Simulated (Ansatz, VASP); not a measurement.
**SbMo in VASP and in Ansatz**

INCAR

```
ALGO = Normal
EDIFF = 1E-7
ENCUT = 520
GGA = PS
ISIF = 2
ISMEAR = 0
LASPH = T
LCHARG = T
LELF = T
LREAL = F
LVHAR = T
LWAVE = F
NBANDS = 16
NELM = 80
PREC = Accurate
SIGMA = 0.05
```

File KPOINTS:

```
k-points
0
Gamma
  10 10 10
```

The input POSCAR:

```
SbMo
1.0
    0.0000000000      2.7070435197      2.7070435197
    2.7070435197      0.0000000000      2.7070435197
    2.7070435197      2.7070435197      0.0000000000
Mo Sb
1 1
Direct
    0.5000000000      0.5000000000      0.5000000000
    0.0000000000      0.0000000000      0.0000000000
```

Input for Ansatz:

```yaml
crystal:
  lattice:
    - [0.0, 2.7070435197, 2.7070435197]
    - [2.7070435197, 0.0, 2.7070435197]
    - [2.7070435197, 2.7070435197, 0.0]
  atoms:
    - { symbol: Mo, position: [0.5, 0.5, 0.5] }
    - { symbol: Sb, position: [0.0, 0.0, 0.0] }
basis:
  ecutwfc: 420
  ecutrho_ratio: 4
kpoints:
  mp_grid: { grid: [10, 10, 10] }
hamiltonian:
  xc: pbesol
scf:
  occupations: { method: gaussian, width: 0.05 }
output:
  forces: true
  stress: true
  eigenvalues: true
```

Alike in both runs: task single point; functional PBEsol; k mesh 10 × 10 × 10; occupations gaussian, width 0.05 eV; no spin polarisation.

```csv
,VASP,Ansatz
version,VASP 6.6.1,Ansatz 0.2.0
potentials or method,"VASP PAW PBE potentials, release 64 (Mo_sv, Sb), cutoff 520 eV","scalar-relativistic, plane waves, PAW"
valence electrons in the cell,19,29
```

```csv
,VASP,Ansatz,Ansatz less VASP
gap on the k mesh at the Fermi level (eV),none,none,-
pressure (GPa),3.0,2.9,-0.10
```

VASP's potentials were made for PBE, not for PBEsol. A gap of «none» marks a metal or a gap that the smearing closes. VASP's potentials hold 19 valence electrons a cell and Ansatz's 29, so a difference there can come from the potentials and not from the codes.

Spin-orbit coupling is off throughout.
